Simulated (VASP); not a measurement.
Wanted: the native input for a VASP 6.6.1 run.

| Quantity | Value |
| --- | --- |
| Task | single point |
| Functional | LDA |
| Potentials or basis | VASP PAW LDA potentials, release 64 (Bi_d, Br, O) |
| Cutoff | 520 eV |
| k mesh | 8 × 8 × 4 |
| Occupations | gaussian, width 0.05 eV |
| Spin | no spin polarisation |
| Dipole correction | no |
| Further INCAR settings | ALGO = Normal; EDIFF = 1e-06; NBANDS = 37 |

The structure of BiBrO lies in POSCAR:

```
BiBrO
1.0
    3.7532000000      0.0000000000      0.0000000000
    0.0000000000      3.7532000000      0.0000000000
    0.0000000000      0.0000000000      7.6239000000
Bi Br O
2 2 2
Direct
    0.0000000000      0.5000000000      0.1575579020
    0.5000000000      0.0000000000      0.8424420980
    0.0000000000      0.5000000000      0.6517216503
    0.5000000000      0.0000000000      0.3482783497
    0.0000000000      0.0000000000      0.0000000000
    0.5000000000      0.5000000000      0.0000000000
```

The input as run:

INCAR

```
SYSTEM = BiBrO
PREC = Accurate
ENCUT = 520
EDIFF = 1E-6
ISMEAR = 0
SIGMA = 0.05
LREAL = .FALSE.
LASPH = .TRUE.
NELM = 100
ALGO = Normal
ISIF = 2
LWAVE = .FALSE.
LCHARG = .TRUE.
LELF = .TRUE.
LVHAR = .TRUE.
NBANDS = 37
```

KPOINTS

```
Automatic mesh
0
G
  8 8 4
  0 0 0
```

Potentials or basis: VASP PAW LDA potentials, release 64 (Bi_d, Br, O).

Run with:

```console
$ cat potpaw_LDA.64/Bi_d/POTCAR potpaw_LDA.64/Br/POTCAR potpaw_LDA.64/O/POTCAR > POTCAR
$ mpirun -np 1 vasp_std > vasp.out
```

It gave:

```yaml
Pressure: 13.1 GPa
Largest_force: 1.490 eV/Å
Band_gap_on_the_k_mesh: 1.97 eV (least direct gap 2.29 eV)
```

Caveat: the cell stands under pressure; spin-orbit coupling is left out, which moves the levels of the heavy elements; forces of over 1 eV/Å act on the atoms, so gaps and moduli don't describe the material at rest.

Run time: 77 s on 1 thread of Intel(R) Xeon(R) 6975P-C (Granite Rapids) (shared host), peak memory 0.27 GiB.
